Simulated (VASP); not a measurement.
# SeO in VASP: further runs, part 2 of 3

VASP 6.6.1.

## Step 3: Single point, PBE, collinear spin, ferromagnetic start

This run uses another cell than the first one, of the same volume but with other edges.

INCAR

```
SYSTEM = SeO
PREC     = Accurate       ! precision mode
ENCUT    = 520            ! plane-wave cutoff, eV
EDIFF    = 1E-6           ! SCF threshold, eV
ISMEAR   = 0              ! smearing method
SIGMA    = 0.1            ! smearing width, eV
LREAL    = .False.        ! projectors in reciprocal space
LASPH    = .True.         ! aspherical terms in the spheres
NELM     = 150            ! most SCF steps
ALGO     = Normal         ! electronic algorithm
ISIF     = 2              ! what is computed and relaxed
LWAVE    = .False.        ! write WAVECAR
LCHARG   = .True.         ! write CHGCAR
ISPIN    = 2              ! spin polarisation
MAGMOM   = 0 0.69         ! initial moments
LORBIT   = 11             ! projections on sites
GGA      = PE             ! functional
LELF     = .True.         ! ELF
LVHAR    = .True.       
NBANDS   = 17             ! bands
```

KPOINTS

```
regular mesh
0
Gamma
  6 6 4
  0 0 0
```

POSCAR

```
SeO
1.0
    2.8762839660      0.0000000000      0.0000000000
    0.0000000000      2.8762839660      0.0000000000
    0.0000000000      0.0000000000      3.0062739572
Se O
1 1
Direct
    0.5000000000      0.5000000000      0.5000000000
    0.0000000000      0.0000000000      0.0000000000
```

Potentials or basis: VASP PAW PBE potentials, release 64 (Se, O).

Command:

```
cat potpaw_PBE.64/Se/POTCAR potpaw_PBE.64/O/POTCAR > POTCAR
mpirun -np 1 vasp_std > vasp.out
```

OUTCAR:

```text
SYSTEM = SeO
   PREC = Accurate
   ENCUT = 520
   EDIFF = 1E-6
   ISMEAR = 0
   LREAL = .False.
   LASPH = .True.
   NELM = 150
   ISIF = 2
   ISPIN = 2
   LORBIT = 11
   GGA = PE

 ion  position               nearest neighbor table
   1  0.500  0.500  0.500-
   2  0.000  0.000  0.000-

  LATTYP: Found a simple tetragonal cell.
 ALAT       =     2.8762839660
 C/A-ratio  =     1.0451937266

  Lattice vectors:

 A1 = (   2.8762839660,   0.0000000000,   0.0000000000)
 A2 = (   0.0000000000,   2.8762839660,   0.0000000000)
 A3 = (   0.0000000000,   0.0000000000,   3.0062739572)

Analysis of symmetry for initial positions (statically):
=====================================================================
 Subroutine PRICEL returns:
 Original cell was already a primitive cell.

 Routine SETGRP: Setting up the symmetry group for a
 simple tetragonal supercell.

 Subroutine GETGRP returns: Found 16 space group operations
 (whereof 16 operations were pure point group operations)
 out of a pool of 16 trial point group operations.

The static configuration has the point symmetry D_4h.

Analysis of symmetry for dynamics (positions and initial velocities):
=====================================================================
 Subroutine PRICEL returns:
 Original cell was already a primitive cell.

 Routine SETGRP: Setting up the symmetry group for a
 simple tetragonal supercell.

 Subroutine GETGRP returns: Found 16 space group operations
 (whereof 16 operations were pure point group operations)
 out of a pool of 16 trial point group operations.

The dynamic configuration has the point symmetry D_4h.

Analysis of structural, dynamic, and magnetic symmetry:
=====================================================================
 Subroutine PRICEL returns:
 Original cell was already a primitive cell.

 Routine SETGRP: Setting up the symmetry group for a
 simple tetragonal supercell.

 Subroutine GETGRP returns: Found 16 space group operations
 (whereof 16 operations were pure point group operations)
 out of a pool of 16 trial point group operations.

The overall configuration has the point symmetry D_4h.

 Subroutine INISYM returns: Found 16 space group operations
 (whereof 16 operations are pure point group operations),
 and found     1 'primitive' translations

----------------------------------------------------------------------------------------

                                     Primitive cell

  volume of cell :      24.8709

  direct lattice vectors                    reciprocal lattice vectors
     2.876283966  0.000000000  0.000000000     0.347670818  0.000000000  0.000000000
     0.000000000  2.876283966  0.000000000     0.000000000  0.347670818  0.000000000
     0.000000000  0.000000000  3.006273957     0.000000000  0.000000000  0.332637682

  length of vectors
     2.876283966  2.876283966  3.006273957     0.347670818  0.347670818  0.332637682

  position of ions in fractional coordinates (direct lattice)
     0.500000000  0.500000000  0.500000000
     0.000000000  0.000000000  0.000000000

  ion indices of the primitive-cell ions
   primitive index   ion index
                 1           1
                 2           2

----------------------------------------------------------------------------------------

[... 61 lines left out ...]
   ISTART =      0    job   : 0-new  1-cont  2-samecut
   ICHARG =      2    charge: 1-file 2-atom 10-const
   ISPIN  =      2    spin polarized calculation?
   LNONCOLLINEAR =      F non collinear calculations
   LSORBIT =      F    spin-orbit coupling
   LASPH  =      T    aspherical Exc in radial PAW
   ENCUT  =  520.0 eV  38.22 Ry    6.18 a.u.   5.35  5.35  5.59*2*pi/ulx,y,z
   NELM   =    150;   NELMIN=  2; NELMDL= -5     # of ELM steps
   EDIFF  = 0.1E-05   stopping-criterion for ELM
   LREAL  =      F    real-space projection
   EDIFFG = 0.1E-04   stopping-criterion for IOM
   NSW    =      0    number of steps for IOM
   IBRION =     -1    ionic relax: 0-MD 1-quasi-New 2-CG
   NFREE  =      0    steps in history (QN), initial steepest desc. (CG)
   ISIF   =      2    stress and relaxation
   ISYM   =      2    0-nonsym 1-usesym 2-fastsym
   POTIM  = 0.5000    time-step for ionic-motion
   TEBEG  =    0.0;   TEEND  =   0.0 temperature during run
   PSTRESS=    0.0 pullay stress
   NELECT =      12.0000    total number of electrons
   NUPDOWN=      -1.0000    fix difference up-down
   EMIN   =  10.00;   EMAX   =-10.00  energy-range for DOS
   EFERMI =   0.00;   METHOD = LEGACY
   ISMEAR =     0;   SIGMA  =   0.10  broadening in eV -4-tet -1-fermi 0-gaus
   EFERMI_NEDOS =   21; number of points for ismear=-14 and -15
   IALGO  =     38    algorithm
   IMIX   =      4    mixing-type and parameters
     AMIX     =   0.40;   BMIX     =  1.00
     AMIX_MAG =   1.60;   BMIX_MAG =  1.00
  volume/ion in A,a.u.               =      12.44        83.92
  Fermi-wavevector in a.u.,A,eV,Ry     =   1.284018  2.426443 22.431967  1.648703
  Thomas-Fermi vector in A             =   2.416237
   LORBIT       =     11    0 simple, 1 ext, 2 COOP (PROOUT), +10 PAW based schemes
   GGA     = PE    functional components
   LHFCALC =     F    Hartree Fock is set to
   AEXX    =    0.0000 exact exchange contribution
   IVDW    =     0    specifies the selected vdW correction
   LEPSILON=     F    determine dielectric tensor
   LRPA    =     F    only Hartree local field effects (RPA)
 spin polarized calculation
 Gauss-broadening in eV      SIGMA  =   0.10
  energy-cutoff  :      520.00
  volume of cell :       24.87
 maximum number of plane-waves:       684
 NGX is ok and might be reduce to    24

 number of electron      11.9999999 magnetization      -0.0000524

 number of electron      11.9999999 magnetization       0.0001317

 Free energy of the ion-electron system (eV)
  ---------------------------------------------------
  ext. energy  EPLUGINS =         0.00000000
  ---------------------------------------------------
  free energy    TOTEN  =        -6.89859861 eV

  energy without entropy =       -6.89017502  energy(sigma->0) =       -6.89438682

 E-fermi :   6.1125     XC(G=0): -11.6235

 val. band max:        6.0478739094   @ k =   0.3333   0.1667   0.2500
 cond. band min:       6.1428666518   @ k =   0.1667   0.1667   0.2500
 fundamental gap:      0.0949927424
 Fermi energy:         6.1124627347

 spin component 1

 k-point     1 :       0.0000    0.0000    0.0000
  band No.  band energies     occupation
      1     -13.6421      1.00000
      2      -6.4190      1.00000
      3       2.1770      1.00000
      4       2.8867      1.00000
      5       2.8867      1.00000
      6       9.1772      0.00000
[... 459 lines left out ...]
      6       7.4680      0.00000
[... 9 lines left out ...]
     16      31.9909      0.00000
     17      33.9089      0.00000

 [... further k-points ...]

 spin component 2

 k-point     1 :       0.0000    0.0000    0.0000
  band No.  band energies     occupation
      1     -13.6420      1.00000
      2      -6.4190      1.00000
      3       2.1771      1.00000
      4       2.8868      1.00000
      5       2.8868      1.00000
      6       9.1772      0.00000
[... 459 lines left out ...]
      6       7.4680      0.00000
[... 9 lines left out ...]
     16      31.9908      0.00000
     17      33.9089      0.00000

 [... further k-points ...]
[... 5 lines left out ...]
  --------------------------------------------------------------------------------------
  -------------------------------------------------------------------------------------
  Total       -0.0280388     -0.0280388     -0.0235805      0.0000000      0.0000000      0.0000000
  in kB       -1.8062513     -1.8062513     -1.5190512      0.0000000      0.0000000      0.0000000
  external PRESSURE =      -1.7105179 kB  Pullay stress =       0.0000000 kB

 VOLUME and BASIS-vectors are now :
 -----------------------------------------------------------------------------
  energy-cutoff  :      520.00
  volume of cell :       24.87
      direct lattice vectors                 reciprocal lattice vectors
     2.876283966  0.000000000  0.000000000     0.347670818  0.000000000  0.000000000
     0.000000000  2.876283966  0.000000000     0.000000000  0.347670818  0.000000000
     0.000000000  0.000000000  3.006273957     0.000000000  0.000000000  0.332637682

 POSITION                                       TOTAL-FORCE (eV/Angst)
 -----------------------------------------------------------------------------------
      1.43814      1.43814      1.50314         0.000000      0.000000      0.000000
      0.00000      0.00000      0.00000         0.000000      0.000000      0.000000
 -----------------------------------------------------------------------------------
    total drift:                               -0.000000      0.000000     -0.000000

  FREE ENERGIE OF THE ION-ELECTRON SYSTEM (eV)
  ---------------------------------------------------
  free  energy   TOTEN  =        -6.8985986136 eV

  energy  without entropy=       -6.8901750186  energy(sigma->0) =       -6.89438682

 total charge

# of ion       s       p       d       tot
------------------------------------------
    1        1.585   1.818   0.082   3.485
    2        1.627   3.159   0.000   4.786
--------------------------------------------------
tot          3.212   4.977   0.082   8.271

 magnetization (x)

# of ion       s       p       d       tot
------------------------------------------
    1       -0.000  -0.000   0.000  -0.000
    2        0.000   0.000   0.000   0.000
--------------------------------------------------
tot          0.000   0.000   0.000   0.000
```

Run time: 8.4 s. Hardware: 1 thread of Intel Xeon 6975P-C (Granite Rapids), shared host; peak memory 0.15 GiB.

What came out:

```yaml
Free_energy: -6.8986 eV
Pressure: -0.2 GPa
Band_gap_on_the_k_mesh: zero (filled and empty bands overlap)
Net_moment: 0.00 μB per cell
Valence_electrons_inside_the_program's_atomic_spheres: Se 3.48; O 4.79
```

Levels at points of the mesh, in eV from the Fermi level:
Spin up:
| k point | band 2 | band 3 | band 4 | band 5 | band 6 | band 7 | band 8 | band 9 | band 10 | band 11 |
| --- | --- | --- | --- | --- | --- | --- | --- | --- | --- | --- |
| (0.00, 0.00, 0.00) | -12.53 | -3.94 | -3.23 | -3.23 | 3.06 | 3.45 | 3.45 | 6.69 | 7.15 | 15.38 |
| (0.50, 0.00, 0.00) | -14.47 | -4.01 | -2.33 | -1.93 | -1.89 | 1.13 | 2.11 | 9.40 | 13.82 | 14.75 |
| (0.50, 0.50, 0.00) | -12.20 | -7.32 | -7.32 | -1.89 | 1.16 | 1.16 | 2.44 | 8.13 | 11.67 | 13.15 |
| (0.00, 0.00, 0.50) | -14.89 | -3.47 | -2.00 | -2.00 | -1.69 | 1.81 | 1.81 | 9.26 | 14.09 | 14.13 |
| (0.50, 0.00, 0.50) | -12.65 | -7.59 | -7.35 | -1.62 | 1.36 | 1.73 | 3.10 | 8.88 | 12.07 | 14.01 |
| (0.50, 0.50, 0.50) | -10.77 | -4.13 | -4.13 | -4.06 | -3.89 | -3.89 | -3.30 | 11.94 | 12.81 | 12.81 |
Spin down:
| k point | band 3 | band 4 | band 5 | band 6 | band 7 | band 8 | band 9 | band 10 |
| --- | --- | --- | --- | --- | --- | --- | --- | --- |
| (0.00, 0.00, 0.00) | -3.94 | -3.23 | -3.23 | 3.06 | 3.45 | 3.45 | 6.69 | 7.15 |
| (0.50, 0.00, 0.00) | -4.01 | -2.33 | -1.93 | -1.89 | 1.13 | 2.11 | 9.40 | 13.82 |
| (0.50, 0.50, 0.00) | -7.32 | -7.32 | -1.89 | 1.16 | 1.16 | 2.44 | 8.13 | 11.67 |
| (0.00, 0.00, 0.50) | -3.47 | -2.00 | -2.00 | -1.69 | 1.81 | 1.81 | 9.26 | 14.09 |
| (0.50, 0.00, 0.50) | -7.59 | -7.35 | -1.62 | 1.36 | 1.73 | 3.10 | 8.88 | 12.07 |
| (0.50, 0.50, 0.50) | -4.13 | -4.13 | -4.06 | -3.89 | -3.89 | -3.30 | 11.94 | 12.81 |

Caveat: the k points lie up to 0.52 Å⁻¹ apart, too coarse for converged energies and pressures of a metal.

## Step 4: Relaxation of cell and atoms, PBE

This run uses another cell than the first one, of the same volume but with other edges.

INCAR

```
ALGO = Normal
EDIFF = 1E-6
EDIFFG = -0.04
ENCUT = 600
GGA = PE
IBRION = 2
ISIF = 3
ISMEAR = 0
LASPH = T
LCHARG = F
LREAL = F
LWAVE = F
NELM = 80
NSW = 90
PREC = Accurate
SIGMA = 0.1
```

KPOINTS

```
k-points
0
Gamma
  6 6 6
```

POSCAR is that of step 3.

Potentials or basis: VASP PAW PBE potentials, release 64 (Se, O).

Command:

```
cat potpaw_PBE.64/Se/POTCAR potpaw_PBE.64/O/POTCAR > POTCAR
mpirun -np 1 vasp_std > vasp.out
```

OUTCAR:

```text
EDIFF = 1E-6
   EDIFFG = -0.04
   ENCUT = 600
   GGA = PE
   IBRION = 2
   ISIF = 3
   ISMEAR = 0
   LASPH = T
   LREAL = F
   NELM = 80
   NSW = 90
   PREC = Accurate

 ion  position               nearest neighbor table
   1  0.500  0.500  0.500-
   2  0.000  0.000  0.000-

  LATTYP: Found a simple tetragonal cell.
 ALAT       =     2.8762839660
 C/A-ratio  =     1.0451937266

  Lattice vectors:

 A1 = (   2.8762839660,   0.0000000000,   0.0000000000)
 A2 = (   0.0000000000,   2.8762839660,   0.0000000000)
 A3 = (   0.0000000000,   0.0000000000,   3.0062739572)

Analysis of symmetry for initial positions (statically):
=====================================================================
 Subroutine PRICEL returns:
 Original cell was already a primitive cell.

[... 290 lines left out ...]

 val. band max:        6.0788230406   @ k =   0.5000   0.1667   0.1667
 cond. band min:       6.1950367545   @ k =   0.3333   0.3333   0.5000
 fundamental gap:      0.1162137138
 Fermi energy:         6.1596945055

 k-point     1 :       0.0000    0.0000    0.0000
  band No.  band energies     occupation
      1     -13.6188      2.00000
      2      -6.4024      2.00000
      3       2.6628      2.00000
      4       2.6628      2.00000
      5       2.6646      2.00000
      6       9.4028      0.00000
      7       9.4028      0.00000
      8       9.4041      0.00000
      9      12.9902      0.00000
     10      12.9920      0.00000
[... 287 lines left out ...]
 k-point    24 :       0.5000    0.0000    0.3333
  band No.  band energies     occupation
      1     -11.4200      2.00000
      2      -7.1723      2.00000
      3      -0.6517      2.00000
      4       0.1444      2.00000
      5       4.3312      2.00000
      6       6.7961      0.00000
      7       7.4670      0.00000
      8       8.5723      0.00000
      9      15.9344      0.00000
     10      17.9480      0.00000

 [... further k-points ...]
[... 5 lines left out ...]
  --------------------------------------------------------------------------------------
  -------------------------------------------------------------------------------------
  Total       -0.0287475     -0.0287475     -0.0278366      0.0000000      0.0000000     -0.0000000
  in kB       -1.8486255     -1.8486255     -1.7900500      0.0000000      0.0000000     -0.0000000
  external PRESSURE =      -1.8291004 kB  Pullay stress =       0.0000000 kB
[... 17 lines left out ...]
  FREE ENERGIE OF THE ION-ELECTRON SYSTEM (eV)
  ---------------------------------------------------
  free  energy   TOTEN  =        -6.8735783636 eV

  energy  without entropy=       -6.8688192657  energy(sigma->0) =       -6.87119881

 reached required accuracy - stopping structural energy minimisation
```

OSZICAR:

```text
N       E                     dE             d eps       ncg     rms          rms(c)
DAV:   1     0.410194923889E+02    0.41019E+02   -0.66359E+03   800   0.124E+03
DAV:   2    -0.679266927146E+01   -0.47812E+02   -0.46212E+02  1148   0.184E+02
DAV:   3    -0.848635283449E+01   -0.16937E+01   -0.16198E+01   928   0.333E+01
DAV:   4    -0.849693341376E+01   -0.10581E-01   -0.10574E-01   904   0.241E+00
[... 30 lines left out ...]
DAV:   1    -0.687422133571E+01   -0.87036E-03   -0.76508E-02   806   0.267E+00    0.196E-01
DAV:   2    -0.687378974740E+01    0.43159E-03   -0.97712E-04   832   0.256E-01    0.109E-01
DAV:   3    -0.687358651565E+01    0.20323E-03   -0.55124E-04   836   0.156E-01    0.246E-02
DAV:   4    -0.687357821980E+01    0.82959E-05   -0.76755E-05   838   0.559E-02    0.892E-03
DAV:   5    -0.687357836364E+01   -0.14384E-06   -0.15818E-06   534   0.120E-02
   4 F= -.68735784E+01 E0= -.68711988E+01  d E =-.110032E-01
```

CONTCAR:

```text
SeO
   1.00000000000000
     2.9208244377519801    0.0000000000000000    0.0000000000000000
     0.0000000000000000    2.9208244377519801    0.0000000000000000
     0.0000000000000000   -0.0000000000000000    2.9204562009927333
  Se              O
     1     1
Direct
     0.5000000000000000    0.5000000000000000    0.5000000000000000
     0.0000000000000000    0.0000000000000000    0.0000000000000000

  0.00000000E+00  0.00000000E+00  0.00000000E+00
  0.00000000E+00  0.00000000E+00  0.00000000E+00
```

It took 9.6 s on 1 thread of Intel Xeon 6975P-C (Granite Rapids), shared host; peak memory 0.14 GiB.

What came out:

- Free energy: -6.8736 eV
- Relaxed volume: 12.46 Å³/atom
- Relaxed cell: a = 2.921 Å, b = 2.921 Å, c = 2.920 Å, α = 90.00°, β = 90.00°, γ = 90.00°
- Space group after relaxing (to 0.1 Å): Pm-3m (No. 221)
- Energy gained by relaxing: 5.5 meV/atom
- Ionic steps: 4
- Pressure after relaxing: -0.2 GPa
- Band gap on the k mesh: zero (bands 6 and 7 overlap by 7.02 eV)

The path:
```
step  energy change (eV)  largest force (eV/Å)  pressure (GPa)  volume (Å³)
   1              0.0000                0.0000            0.09        24.87
   2             -0.0073                0.0000           -0.05        24.89
   3             -0.0108                0.0000           -0.15        24.91
   4             -0.0110                0.0000           -0.18        24.92
```

Final structure:
```
CELL_PARAMETERS angstrom
2.92082 0.00000 0.00000
0.00000 2.92082 0.00000
0.00000 0.00000 2.92046
ATOMIC_POSITIONS crystal
Se 0.50000 0.50000 0.50000
O 0.00000 0.00000 0.00000
```

Levels at points of the mesh, in eV from the Fermi level:
```tsv
k point	band 3	band 4	band 5	band 6	band 7	band 8	band 9	band 10
(0.00, 0.00, 0.00)	-3.50	-3.50	-3.50	3.24	3.24	3.24	6.83	6.83
(0.50, 0.00, 0.00)	-3.88	-2.10	-2.10	-1.83	1.57	1.58	9.24	13.83
(0.50, 0.50, 0.00)	-7.47	-7.47	-1.73	1.39	1.39	2.76	8.57	11.83
(0.00, 0.00, 0.50)	-3.88	-2.10	-2.10	-1.83	1.57	1.57	9.24	13.82
(0.50, 0.00, 0.50)	-7.47	-7.47	-1.73	1.39	1.39	2.75	8.57	11.82
(0.50, 0.50, 0.50)	-4.13	-4.13	-4.13	-3.77	-3.77	-3.77	12.48	12.48
```

Caveat: the k points lie up to 0.36 Å⁻¹ apart in the final cell, too coarse for converged energies and pressures of a metal.

(Part 2 of 3 ends here.)

The gap in the log of VASP goes by the Fermi energy; the results here count the filled bands.